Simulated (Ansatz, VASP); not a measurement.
## Y in VASP and in Ansatz

```xyz
4
Lattice="3.4065 -2.2514 0.0000 3.4065 2.2514 0.0000 0.0000 0.0000 9.1841" Properties=species:S:1:pos:R:3 pbc="T T T"
Y     3.4065   -1.5760    1.0745
Y     3.4065   -0.6754    5.6666
Y     3.4065    1.5760    8.1096
Y     3.4065    0.6754    3.5175
```

Alike in both runs: task relaxation of cell and atoms; functional PBEsol; k mesh 4 × 4 × 2; occupations gaussian, width 0.1 eV; no spin polarisation.

|  | VASP | Ansatz |
| --- | --- | --- |
| version | VASP 6.6.1 | Ansatz 0.2.0 |
| potentials or method | VASP PAW PBE potentials, release 64 (Y_sv), cutoff 600 eV | scalar-relativistic, plane waves, PAW |
| valence electrons in the cell | 44 | 44 |

Ansatz gave:

- gap on the k mesh at the Fermi level, each at its own relaxed structure (eV): none
- relaxed volume (Å³/atom): 31.05
- relaxed length of the cell vector where the two differ most in proportion (Å): 3.450

Q: Which values does VASP return?

A: gap on the k mesh at the Fermi level, each at its own relaxed structure (eV): none; relaxed volume (Å³/atom): 30.88; relaxed length of the cell vector where the two differ most in proportion (Å): 3.442.

VASP's potentials were made for PBE, not for PBEsol. A gap of «none» marks a metal or a gap that the smearing closes.

The k mesh is coarse, so the values compare programs but aren't converged.
